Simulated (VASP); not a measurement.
Set up this calculation in VASP 6.6.1, as the native input.

```yaml
Task: single point
Functional: r2SCAN
Potentials_or_basis: VASP PAW PBE potentials, release 64 (C, N, H)
Cutoff: 520 eV
k_mesh: 2 × 2 × 1
Occupations: fermi-dirac, width 0.02 eV
Spin: no spin polarisation
Dipole_correction: no
Further_INCAR_settings: LREAL = Auto; ALGO = Normal; EDIFF = 1e-06; NBANDS = 55
```

HC18N, a slab with vacuum:

```xyz
20
Lattice="7.3980 0.0000 0.0000 -3.6990 6.4069 0.0000 0.0000 0.0000 12.0000" Properties=species:S:1:pos:R:3 pbc="T T T"
C     0.0600    0.0037    1.1086
C     1.2887    0.6455    1.4293
C    -1.3043    2.0697    0.8736
C    -0.0582    2.8607    0.9344
C    -2.5008    4.2254    0.8932
C    -1.1954    4.9606    1.0880
C     2.5562    0.0034    0.9466
C     3.6924    0.6700    0.9623
C     1.1796    2.1906    1.2790
C     2.4864    2.8925    0.8772
C     0.0578    4.3413    0.8563
C     1.3128    5.0563    0.8115
C     5.0256   -0.0002    0.9368
C     6.2608    0.6950    0.9771
C     3.6618    2.0708    0.9112
C     4.8732    2.8078    0.8426
C     2.5044    4.3246    0.6554
C     3.7262    4.9767    0.9755
N     1.3200    1.4525    2.5271
H     0.4308    1.7535    2.8875
```

These files were run (other wordings do the same):

POSCAR

```
HC18N
1.0
    7.3980000000      0.0000000000      0.0000000000
   -3.6990000000      6.4068560000      0.0000000000
    0.0000000000      0.0000000000     12.0000000000
C N H
18 1 1
Direct
    0.0083990533      0.0005775063      0.0923833333
    0.2245714511      0.1007514450      0.1191083333
   -0.0147821248      0.3230445635      0.0728000000
    0.2153860366      0.4465060554      0.0778666667
   -0.0082811836      0.6595122475      0.0744333333
    0.2255479477      0.7742643193      0.0906666667
    0.3457911585      0.0005306815      0.0788833333
    0.5513956038      0.1045754735      0.0801916667
    0.3304059864      0.3419149736      0.1065833333
    0.5618255795      0.4514694883      0.0731000000
    0.3466140442      0.6776022436      0.0713583333
    0.5720540873      0.7892014430      0.0676250000
    0.6793031265     -0.0000312166      0.0780666667
    0.9005215508      0.1084775434      0.0814250000
    0.6565797412      0.3232162546      0.0759333333
    0.8778432103      0.4382492755      0.0702166667
    0.6760217558      0.6749956609      0.0546166667
    0.8920652956      0.7767772524      0.0812916667
    0.2917817326      0.2267102616      0.2105916667
    0.1950775462      0.2736911833      0.2406250000
```

INCAR.step1

```
ALGO = Normal
EDIFF = 1E-4
ENCUT = 520
GGA = PE
ISMEAR = -1
LASPH = T
LCHARG = F
LREAL = Auto
LWAVE = T
NBANDS = 55
NELM = 100
PREC = Accurate
SIGMA = 0.02
```

INCAR.step2

```
ALGO = Normal
EDIFF = 1E-6
ENCUT = 520
ISIF = 2
ISMEAR = -1
ISTART = 1
LASPH = T
LCHARG = F
LMIXTAU = T
LREAL = Auto
LWAVE = F
METAGGA = R2SCAN
NBANDS = 55
NELM = 100
PREC = Accurate
SIGMA = 0.02
```

KPOINTS

```
k-points
0
Gamma
  2 2 1
```

Potentials or basis: VASP PAW PBE potentials, release 64 (C, N, H).

The run is started by

```bash
$ cat potpaw_PBE.64/C/POTCAR potpaw_PBE.64/N/POTCAR potpaw_PBE.64/H/POTCAR > POTCAR
$ cp INCAR.step1 INCAR
$ mpirun -np 1 vasp_std > vasp.out
$ cp INCAR.step2 INCAR
$ mpirun -np 1 vasp_std > vasp.out
```

It gave:

The largest force is 5.999 eV/Å and the band gap on the k mesh is 0.33 eV.

Caveat: the k points lie up to 0.49 Å⁻¹ apart; the atoms stand as in a frame of molecular dynamics; the PAW data sets were made with another functional, which shifts forces and pressure a little.

Run time: 11 min on 1 thread of Intel(R) Xeon(R) Platinum 8488C (Sapphire Rapids), on a shared host, peak memory 0.68 GiB.
